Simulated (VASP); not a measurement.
Crystal: CF4.

```
CELL_PARAMETERS angstrom
-2.48556 2.48556 2.48556
2.48556 -2.48556 2.48556
2.48556 2.48556 -2.48556
ATOMIC_POSITIONS crystal
C 0.00000 0.00000 0.00000
F 0.00000 0.00000 0.50000
F 0.00000 0.50000 0.00000
F 0.50000 0.00000 0.00000
F 0.50000 0.50000 0.50000
```

| Item | Value |
| --- | --- |
| Program | VASP 6.6.1 |
| Task | relaxation of cell and atoms |
| Functional | PBEsol |
| Potentials or basis | VASP PAW PBE potentials, release 64 (C, F) |
| Cutoff | 600 eV |
| k mesh | 6 × 6 × 6 |
| Occupations | fermi-dirac, width 0.03 eV |
| Spin | no spin polarisation |

At the start: pressure -14.7 GPa; volume 12.28 Å³/atom.

How do energy, volume and symmetry change on relaxing?

Over 5 steps the energy falls by 234.1 meV/atom and the volume is 8.74 Å³/atom (-28.9 %); space group Im-3m (No. 229, to 0.05 Å).

The path:
```
step  energy change (eV)  largest force (eV/Å)  pressure (GPa)  volume (Å³)
   1              0.0000                0.0000          -14.70        61.42
   2             -0.8031                0.0000          -11.68        51.94
   3             -1.1664                0.0000           -1.73        44.39
   4             -1.1695                0.0000            0.85        43.36
   5             -1.1703                0.0000           -0.03        43.69
```

Final structure:
```cif
data_structure
_symmetry_space_group_name_H-M 'P 1'
_symmetry_Int_Tables_number 1
_cell_length_a 3.8429
_cell_length_b 3.8429
_cell_length_c 3.8429
_cell_angle_alpha 109.471
_cell_angle_beta 109.471
_cell_angle_gamma 109.471
_cell_volume 43.69
loop_
_atom_site_label
_atom_site_type_symbol
_atom_site_fract_x
_atom_site_fract_y
_atom_site_fract_z
_atom_site_occupancy
C1 C 0.00000 0.00000 0.00000 1
F1 F 0.00000 0.00000 0.50000 1
F2 F 0.00000 0.50000 0.00000 1
F3 F 0.50000 0.00000 0.00000 1
F4 F 0.50000 0.50000 0.50000 1
```

Caveat: the volume moved by over 15 % at a fixed basis, so the end points are rough; the PAW data sets were made with another functional, which shifts forces and pressure a little.
